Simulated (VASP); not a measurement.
Input of a VASP 6.6.1 run:

Contents of INCAR:

```
SYSTEM = MoS2
ALGO     = Normal         ! electronic algorithm
EDIFF    = 1E-6           ! SCF threshold, eV
ENCUT    = 520            ! plane-wave cutoff, eV
GGA      = PE             ! functional
ISIF     = 2              ! what is computed and relaxed
ISMEAR   = 0              ! smearing method
IVDW     = 12             ! dispersion correction
LASPH    = .True.         ! aspherical terms in the spheres
LCHARG   = .True.         ! write CHGCAR
LELF     = .True.         ! ELF
LREAL    = .False.        ! projectors in reciprocal space
LVHAR    = .True.       
LWAVE    = .False.        ! write WAVECAR
NBANDS   = 35             ! bands
NELM     = 100            ! most SCF steps
PREC     = Accurate       ! precision mode
SIGMA    = 0.02           ! smearing width, eV
```

The input KPOINTS:

```
k-points
0
Gamma
  12 12 4
  0 0 0
```

The input POSCAR:

```
MoS2
1.0
    3.1492399692      0.0000000000      0.0000000000
   -1.5746199846      2.7273218159      0.0000000000
    0.4836990711      0.0000000000     12.0924767773
Mo S
2 4
Direct
    0.6699870799      0.3399741599      0.2500000000
    0.3300129201      0.6600258401      0.7500000000
    0.3177740758      0.6733887116      0.3794453674
    0.6443853642      0.3266112884      0.8794453674
    0.3556146358      0.6733887116      0.1205546326
    0.6822259242      0.3266112884      0.6205546326
```

Potentials or basis: VASP PAW PBE potentials, release 64 (Mo_sv, S).

Launch:

```bash
$ cat potpaw_PBE.64/Mo_sv/POTCAR potpaw_PBE.64/S/POTCAR > POTCAR
$ mpirun -np 1 vasp_std > vasp.out
```

(1) What does it give for the largest force?

(2) What does it give for the band gap on the k mesh?

Results:

(1) 0.014 eV/Å.

(2) 0.80 eV (least direct gap 1.71 eV).

Caveat: semilocal functionals underestimate gaps, and a narrow one can read as zero.
